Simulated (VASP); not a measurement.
# Zr (Fm-3m) in VASP: single point with PBE0

Aim: the single point of Zr with PBE0.

Everything below comes from runs of VASP 6.6.1. Logs are shortened: lines on timing, memory, paths and dates and some standing lists are left out, and cuts for length are marked.

### 1 The cell of the first run

It takes space group Fm-3m (No. 225, cubic). Conventional cell: a = 4.520 Å, b = 4.520 Å, c = 4.520 Å, α = 90.00°, β = 90.00°, γ = 90.00°. Within 4.2 Å of Zr (site symmetry m-3m) lie 12 Zr at 3.20 Å.

This isn't the form of Zr at room conditions, which is hcp.

### 2 Single point, PBE0

File POSCAR:

```
Zr
1.0
    0.0000000000      2.2600000000      2.2600000000
    2.2600000000      0.0000000000      2.2600000000
    2.2600000000      2.2600000000      0.0000000000
Zr
1
Direct
    0.0000000000      0.0000000000      0.0000000000
```

File INCAR.step1:

```
PREC = Accurate ; ENCUT = 400
EDIFF = 1E-5 ; ISMEAR = -1
SIGMA = 0.5 ; LREAL = False
LASPH = True ; NELM = 120
ALGO = Normal ; ISIF = 2
LWAVE = True ; LCHARG = False
NBANDS = 12 ; GGA = PE
GGA_COMPAT = False
```

File INCAR.step2:

```
PREC = Accurate ; ENCUT = 400
EDIFF = 1E-6 ; ISMEAR = -1
SIGMA = 0.5 ; LREAL = False
LASPH = True ; NELM = 120
ALGO = Normal ; ISIF = 2
LWAVE = False ; LCHARG = False
GGA = PE ; LHFCALC = True
AEXX = 0.25 ; PRECFOCK = Normal
NBANDS = 12 ; ISTART = 1
GGA_COMPAT = False
```

File KPOINTS:

```
Automatic mesh
0
Gamma
  2 2 2
```

Potentials or basis: VASP PAW PBE potentials, release 64 (Zr_sv).

On the command line:

```
> cat potpaw_PBE.64/Zr_sv/POTCAR > POTCAR
> cp INCAR.step1 INCAR
> mpirun -np 1 vasp_std > vasp.out
> cp INCAR.step2 INCAR
> mpirun -np 1 vasp_std > vasp.out
```

OUTCAR:

```text
PREC = Accurate
   ENCUT = 400
   EDIFF = 1E-6
   ISMEAR = -1
   LREAL = False
   LASPH = True
   NELM = 120
   ISIF = 2
   GGA = PE
   LHFCALC = True
   AEXX = 0.25
   PRECFOCK = Normal
   ISTART = 1

 ion  position               nearest neighbor table
   1  0.000  0.000  0.000-

  LATTYP: Found a face centered cubic cell.
 ALAT       =     4.5200000000

  Lattice vectors:

 A1 = (   0.0000000000,   2.2600000000,   2.2600000000)
 A2 = (   2.2600000000,   0.0000000000,   2.2600000000)
 A3 = (   2.2600000000,   2.2600000000,   0.0000000000)

Analysis of symmetry for initial positions (statically):
=====================================================================
 Subroutine PRICEL returns:
 Original cell was already a primitive cell.

 Routine SETGRP: Setting up the symmetry group for a
 face centered cubic supercell.

 Subroutine GETGRP returns: Found 48 space group operations
 (whereof 48 operations were pure point group operations)
 out of a pool of 48 trial point group operations.

The static configuration has the point symmetry O_h .

Analysis of symmetry for dynamics (positions and initial velocities):
=====================================================================
 Subroutine PRICEL returns:
 Original cell was already a primitive cell.

 Routine SETGRP: Setting up the symmetry group for a
 face centered cubic supercell.

 Subroutine GETGRP returns: Found 48 space group operations
 (whereof 48 operations were pure point group operations)
 out of a pool of 48 trial point group operations.

The dynamic configuration has the point symmetry O_h .

 Subroutine INISYM returns: Found 48 space group operations
 (whereof 48 operations are pure point group operations),
 and found     1 'primitive' translations

----------------------------------------------------------------------------------------

                                     Primitive cell

  volume of cell :      23.0864

  direct lattice vectors                    reciprocal lattice vectors
     0.000000000  2.260000000  2.260000000    -0.221238938  0.221238938  0.221238938
     2.260000000  0.000000000  2.260000000     0.221238938 -0.221238938  0.221238938
     2.260000000  2.260000000  0.000000000     0.221238938  0.221238938 -0.221238938

  length of vectors
     3.196122651  3.196122651  3.196122651     0.383197081  0.383197081  0.383197081

  position of ions in fractional coordinates (direct lattice)
     0.000000000  0.000000000  0.000000000

  ion indices of the primitive-cell ions
   primitive index   ion index
                 1           1

----------------------------------------------------------------------------------------

 KPOINTS: Automatic mesh

Automatic generation of k-mesh.
 Grid dimensions read from file:
 generate k-points for:    2    2    2

 Generating k-lattice:

  Cartesian coordinates                     Fractional coordinates (reciprocal lattice)
    -0.110619469  0.110619469  0.110619469     0.500000000  0.000000000  0.000000000
     0.110619469 -0.110619469  0.110619469     0.000000000  0.500000000  0.000000000
     0.110619469  0.110619469 -0.110619469     0.000000000  0.000000000  0.500000000

  Length of vectors
     0.191598541  0.191598541  0.191598541

  Shift w.r.t. Gamma in fractional coordinates (k-lattice)
     0.000000000  0.000000000  0.000000000

 Subroutine IBZKPT returns following result:
 ===========================================

 Found      3 irreducible k-points:

 Following reciprocal coordinates:
            Coordinates               Weight
  0.000000  0.000000  0.000000      1.000000
  0.500000  0.000000  0.000000      4.000000
  0.500000  0.500000  0.000000      3.000000
   k-points           NKPTS =      3   k-points in BZ     NKDIM =      8   number of bands    NBANDS=     12
   number of dos      NEDOS =    301   number of ions     NIONS =      1
   total plane-waves  NPLWV =  13824
   dimension x,y,z NGX =    24 NGY =   24 NGZ =   24
   dimension x,y,z NGXF=    48 NGYF=   48 NGZF=   48
   ions per type =               1
   NGX,Y,Z   is equivalent  to a cutoff of  12.48, 12.48, 12.48 a.u.
   NGXF,Y,Z  is equivalent  to a cutoff of  24.97, 24.97, 24.97 a.u.
 SYSTEM =  unknown system
   PREC   = accura    normal or accurate (medium, high low for compatibility)
   ISTART =      1    job   : 0-new  1-cont  2-samecut
   ICHARG =      0    charge: 1-file 2-atom 10-const
   ISPIN  =      1    spin polarized calculation?
   LNONCOLLINEAR =      F non collinear calculations
   LSORBIT =      F    spin-orbit coupling
   LASPH  =      T    aspherical Exc in radial PAW
   ENCUT  =  400.0 eV  29.40 Ry    5.42 a.u.   5.21  5.21  5.21*2*pi/ulx,y,z
   NELM   =    120;   NELMIN=  2; NELMDL=  0     # of ELM steps
   EDIFF  = 0.1E-05   stopping-criterion for ELM
   LREAL  =      F    real-space projection
   EDIFFG = 0.1E-04   stopping-criterion for IOM
   NSW    =      0    number of steps for IOM
   IBRION =     -1    ionic relax: 0-MD 1-quasi-New 2-CG
   NFREE  =      0    steps in history (QN), initial steepest desc. (CG)
   ISIF   =      2    stress and relaxation
   ISYM   =      3    0-nonsym 1-usesym 2-fastsym
   POTIM  = 0.5000    time-step for ionic-motion
   TEBEG  =    0.0;   TEEND  =   0.0 temperature during run
   PSTRESS=    0.0 pullay stress
   NELECT =      12.0000    total number of electrons
   NUPDOWN=      -1.0000    fix difference up-down
   EMIN   =  10.00;   EMAX   =-10.00  energy-range for DOS
   EFERMI =   0.00;   METHOD = LEGACY
   ISMEAR =    -1;   SIGMA  =   0.50  broadening in eV -4-tet -1-fermi 0-gaus
   EFERMI_NEDOS =   21; number of points for ismear=-14 and -15
   IALGO  =     38    algorithm
   IMIX   =      1    mixing-type and parameters
     AMIX     =   0.40;   BMIX     =  1.00
     AMIX_MAG =   1.60;   BMIX_MAG =  1.00
  volume/ion in A,a.u.               =      23.09       155.79
  Fermi-wavevector in a.u.,A,eV,Ry     =   1.316286  2.487419 23.573561  1.732608
  Thomas-Fermi vector in A             =   2.446408
   LORBIT       =      0    0 simple, 1 ext, 2 COOP (PROOUT), +10 PAW based schemes
   GGA     = PE    functional components
   LHFCALC =     T    Hartree Fock is set to
   PRECFOCK=normal    Normal, Fast or Accurate (Low or Medium for compatibility)
   ENCUT4O =  -1.0   cutoff for four orbital integrals eV
   NKREDX  =     1    reduce k-point grid by
   NKREDY  =     1    reduce k-point grid by
   NKREDZ  =     1    reduce k-point grid by
   AEXX    =    0.2500 exact exchange contribution
   HFSCREEN=    0.0000 screening length (either q_TF or 0.3 A-1)
   HFSCREENC=   0.0000 screening length for correlation (either q_TF or 0.3 A-1)
   ENCUTFOCK=  -1.0 apply spherical cutoff to Coloumb kernel
   IVDW    =     0    specifies the selected vdW correction
   LEPSILON=     F    determine dielectric tensor
   LRPA    =     F    only Hartree local field effects (RPA)
 non-spin polarized calculation
  energy-cutoff  :      400.00
  volume of cell :       23.09
 maximum number of plane-waves:       444
 NGX is ok and might be reduce to    24
  NGX = 16; NGY = 16; NGZ = 16

 number of electron      12.0000000 magnetization

 Free energy of the ion-electron system (eV)
  ---------------------------------------------------
  ext. energy  EPLUGINS =         0.00000000
  ---------------------------------------------------
  free energy    TOTEN  =       -12.24474902 eV

  energy without entropy =      -11.07338408  energy(sigma->0) =      -11.65906655

 E-fermi :   9.9585     XC(G=0):  -8.7407

 val. band max:        5.8955707279   @ k =   0.5000   0.5000   0.0000
 cond. band min:      10.1359101227   @ k =   0.5000   0.0000   0.0000
 fundamental gap:      4.2403393947
 Fermi energy:         9.9585382863

 k-point     1 :       0.0000    0.0000    0.0000
  band No.  band energies     occupation
      1     -43.5589      2.00000
      2     -19.6410      2.00000
      3     -19.6410      2.00000
      4     -19.6410      2.00000
      5       2.1235      2.00000
      6      10.7432      0.34462
      7      10.7432      0.34462
      8      10.7432      0.34462
      9      13.7191      0.00108
     10      13.7191      0.00108
     11      20.5867      0.00000
     12      24.9527      0.00000

 k-point     2 :       0.5000    0.0000    0.0000
  band No.  band energies     occupation
      1     -43.3867      2.00000
      2     -20.7918      2.00000
      3     -19.7738      2.00000
      4     -19.7738      2.00000
      5       5.0547      1.99989
      6      10.1359      0.82447
      7      10.2613      0.70618
      8      10.2613      0.70618
      9      15.6570      0.00002
     10      15.6570      0.00002
     11      20.1373      0.00000
     12      20.3299      0.00000

 k-point     3 :       0.5000    0.5000    0.0000
  band No.  band energies     occupation
      1     -43.3316      2.00000
      2     -20.7089      2.00000
      3     -20.0258      2.00000
      4     -20.0258      2.00000
      5       5.0119      1.99990
      6       5.8956      1.99941
      7      12.8377      0.00629
      8      15.6895      0.00002
      9      16.2034      0.00001
     10      16.2034      0.00001
     11      19.9744      0.00000
     12      19.9744      0.00000

------------------------ aborting loop because EDIFF is reached ----------------------------------------

  FORCE on cell =-STRESS in cart. coord.  units (eV):
  Direction    XX          YY          ZZ          XY          YZ          ZX
  --------------------------------------------------------------------------------------
  -------------------------------------------------------------------------------------
  Total       -2.1654543     -2.1654543     -2.1654543      0.0000000     -0.0000000      0.0000000
  in kB     -150.2810770   -150.2810770   -150.2810770      0.0000000     -0.0000000      0.0000000
  external PRESSURE =    -150.2810770 kB  Pullay stress =       0.0000000 kB

 VOLUME and BASIS-vectors are now :
 -----------------------------------------------------------------------------
  energy-cutoff  :      400.00
  volume of cell :       23.09
      direct lattice vectors                 reciprocal lattice vectors
     0.000000000  2.260000000  2.260000000    -0.221238938  0.221238938  0.221238938
     2.260000000  0.000000000  2.260000000     0.221238938 -0.221238938  0.221238938
     2.260000000  2.260000000  0.000000000     0.221238938  0.221238938 -0.221238938

 POSITION                                       TOTAL-FORCE (eV/Angst)
 -----------------------------------------------------------------------------------
      0.00000      0.00000      0.00000         0.000000      0.000000      0.000000
 -----------------------------------------------------------------------------------
    total drift:                               -0.000001     -0.000001      0.000003

  FREE ENERGIE OF THE ION-ELECTRON SYSTEM (eV)
  ---------------------------------------------------
  free  energy   TOTEN  =       -12.2447490213 eV

  energy  without entropy=      -11.0733840768  energy(sigma->0) =      -11.65906655
```

Run time: 29 s. Hardware: 1 thread of AMD EPYC 7R43 (Zen 3), shared host; peak memory 0.1 GiB.

Results:

```
Free energy            : -12.2447 eV
Pressure               : -15.0 GPa
Band gap on the k mesh : zero (bands 6 and 7 overlap by 0.48 eV)
```

Caveat: the k points lie up to 1.20 Å⁻¹ apart; so wide a smearing shifts energies and pressures; the PAW data sets were made with another functional, which shifts forces and pressure a little.
